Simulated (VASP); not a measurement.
Set up this calculation in VASP 6.6.1, as the native input.

| Quantity | Value |
| --- | --- |
| Task | single point |
| Functional | r2SCAN |
| Potentials or basis | VASP PAW PBE potentials, release 64 (Rh_pv) |
| Cutoff | 520 eV |
| k mesh | 14 × 14 × 14 |
| Occupations | gaussian, width 0.2 eV |
| Spin | no spin polarisation |
| Dipole correction | no |
| Further INCAR settings | ALGO = Normal; EDIFF = 1e-06; NBANDS = 14 |

Crystal: Rh.

```
Rh
1.0
     0.00000    1.90081    1.90081
     1.90081    0.00000    1.90081
     1.90081    1.90081    0.00000
Rh
1
Cartesian
  0.0000 0.0000 0.0000
```

The input as run:

POSCAR

```
Rh
1.0
    0.0000000000      1.9008071574      1.9008071574
    1.9008071574      0.0000000000      1.9008071574
    1.9008071574      1.9008071574      0.0000000000
Rh
1
Direct
    0.0000000000      0.0000000000      0.0000000000
```

INCAR.step1

```
SYSTEM = Rh
ALGO     = Normal         ! electronic algorithm
EDIFF    = 1E-4           ! SCF threshold, eV
ENCUT    = 520            ! plane-wave cutoff, eV
GGA      = PE             ! functional
ISMEAR   = 0              ! smearing method
LASPH    = .TRUE.         ! aspherical terms in the spheres
LCHARG   = .FALSE.        ! write CHGCAR
LREAL    = .FALSE.        ! projectors in reciprocal space
LWAVE    = .TRUE.         ! write WAVECAR
NBANDS   = 14             ! bands
NELM     = 60             ! most SCF steps
PREC     = Accurate       ! precision mode
SIGMA    = 0.2            ! smearing width, eV
```

INCAR.step2

```
SYSTEM = Rh
ALGO     = Normal         ! electronic algorithm
EDIFF    = 1E-6           ! SCF threshold, eV
ENCUT    = 520            ! plane-wave cutoff, eV
ISIF     = 2              ! what is computed and relaxed
ISMEAR   = 0              ! smearing method
ISTART   = 1            
LASPH    = .TRUE.         ! aspherical terms in the spheres
LCHARG   = .FALSE.        ! write CHGCAR
LMIXTAU  = .TRUE.       
LREAL    = .FALSE.        ! projectors in reciprocal space
LWAVE    = .FALSE.        ! write WAVECAR
METAGGA  = R2SCAN         ! meta-GGA
NBANDS   = 14             ! bands
NELM     = 60             ! most SCF steps
PREC     = Accurate       ! precision mode
SIGMA    = 0.2            ! smearing width, eV
```

KPOINTS

```
k-points
0
G
  14 14 14
  0 0 0
```

Potentials or basis: VASP PAW PBE potentials, release 64 (Rh_pv).

The run is started by

```sh
$ cat potpaw_PBE.64/Rh_pv/POTCAR > POTCAR
$ cp INCAR.step1 INCAR
$ mpirun -np 1 vasp_std > vasp.out
$ cp INCAR.step2 INCAR
$ mpirun -np 1 vasp_std > vasp.out
```

It gave:

```
Pressure : 1.0 GPa
```

Caveat: the PAW data sets were made with another functional, which shifts forces and pressure a little.

It took 35 s on 1 thread of Intel(R) Xeon(R) Platinum 8559C (Emerald Rapids), with other jobs on the host, peak memory 0.14 GiB.
